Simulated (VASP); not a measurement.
Here is a VASP 6.6.1 calculation.

Contents of INCAR:

```
SYSTEM = Ta2O5
ALGO = Normal
EDIFF = 1E-7
ENCUT = 520
GGA = PS
ISIF = 2
ISMEAR = 0
LASPH = .TRUE.
LCHARG = .FALSE.
LREAL = .FALSE.
LWAVE = .FALSE.
NBANDS = 65
NELM = 100
PREC = Accurate
SIGMA = 0.05
```

KPOINTS

```
k-points
0
G
  7 7 3
  0 0 0
```

The input POSCAR:

```
Ta2O5
1.0
   -2.9621467470      2.5380406705     -0.0166874688
   -2.9621467470     -2.5380406705     -0.0166874688
   -2.3954784253      0.0000000000     10.1912375899
Ta O
4 10
Direct
    0.5498719870      0.6301174219      0.7300670708
    0.2998719870      0.3801174219      0.2300670708
    0.0359325781      0.1161780130      0.9378329292
   -0.2140674219     -0.1338219870      0.4378329292
    0.2377060478     -0.3532626463      0.9096916382
   -0.0122939522      0.3967373537      0.4096916382
    0.2058314560      0.3351559964      0.0621071486
    0.4558314560      0.5851559964      0.5621071486
    0.5606272812      0.1054227188      0.8339500000
    0.3106272812     -0.1445772812      0.3339500000
   -0.1691059964     -0.0397814560      0.6057928514
    0.5808940036      0.7102185440      0.1057928514
    0.0193126463      0.4283439522      0.7582083618
    0.7693126463      0.1783439522      0.2582083618
```

Potentials or basis: VASP PAW PBE potentials, release 64 (Ta_pv, O).

Run with:

```console
$ cat potpaw_PBE.64/Ta_pv/POTCAR potpaw_PBE.64/O/POTCAR > POTCAR
$ mpirun -np 1 vasp_std > vasp.out
```

(1) What does it give for the pressure?

(2) What does it give for the largest force?

Results:

(1) -0.4 GPa.

(2) 6.067 eV/Å.

Caveat: the cell differs from its parent crystal (the part above a cut slid along it); the stress differs along the axes, from -5 to 5 GPa; the PAW data sets were made with another functional, which shifts forces and pressure a little.
